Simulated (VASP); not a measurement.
Crystal: PrBe3Si.

```xyz
5
Lattice="4.3855 0.0000 0.0000 -2.1927 3.7979 0.0000 0.0000 0.0000 4.2145" Properties=species:S:1:pos:R:3 pbc="T T T"
Pr    0.0000    0.0000    0.0000
Be    2.1927    0.0000    0.0000
Be   -1.0964    1.8990    0.0000
Be    1.0964    1.8990    0.0000
Si    0.0000    0.0000    2.1072
```

The cell was generated, and may not be a known phase.

| Property | Result |
| --- | --- |
| Program | VASP 6.6.1 |
| Task | relaxation of cell and atoms |
| Functional | PBE |
| Potentials or basis | VASP PAW PBE potentials, release 64 (Pr_3, Be, Si), 4f in core |
| Cutoff | 600 eV |
| k mesh | 4 × 4 × 4 |
| Occupations | gaussian, width 0.2 eV |
| Spin | no spin polarisation |

At the start: pressure 54.0 GPa; volume 14.04 Å³/atom.

Problem. Where does the relaxation end?

Solution. Over 5 steps the energy falls by 1244.3 meV/atom and the volume is 26.96 Å³/atom (+92.0 %); space group P6/mmm (No. 191, to 0.1 Å) before and after.

Step by step:
| step | energy change (eV) | largest force (eV/Å) | pressure (GPa) | volume (Å³) |
| --- | --- | --- | --- | --- |
| 1 | 0.0000 | 0.0000 | 54.04 | 70.20 |
| 2 | -6.1565 | 0.0000 | 1.16 | 129.01 |
| 3 | -6.1595 | 0.0000 | 0.96 | 129.99 |
| 4 | -6.2101 | 0.0000 | 0.42 | 132.59 |
| 5 | -6.2214 | 0.0000 | 0.10 | 134.78 |

Final structure:
```
Pr Be Si
1.0
     5.25880    0.00000    0.00000
    -2.62940    4.55425    0.00000
     0.00000    0.00000    5.62772
Pr Be Si
1 3 1
Direct
  0.00000 0.00000 0.00000
  0.50000 0.00000 0.00000
  0.00000 0.50000 0.00000
  0.50000 0.50000 0.00000
  0.00000 0.00000 0.50000
```

Caveat: the k points lie up to 0.34 Å⁻¹ apart in the final cell, too coarse for converged energies and pressures of a metal; the volume moved by over 15 % at a fixed basis, so the end points are rough.
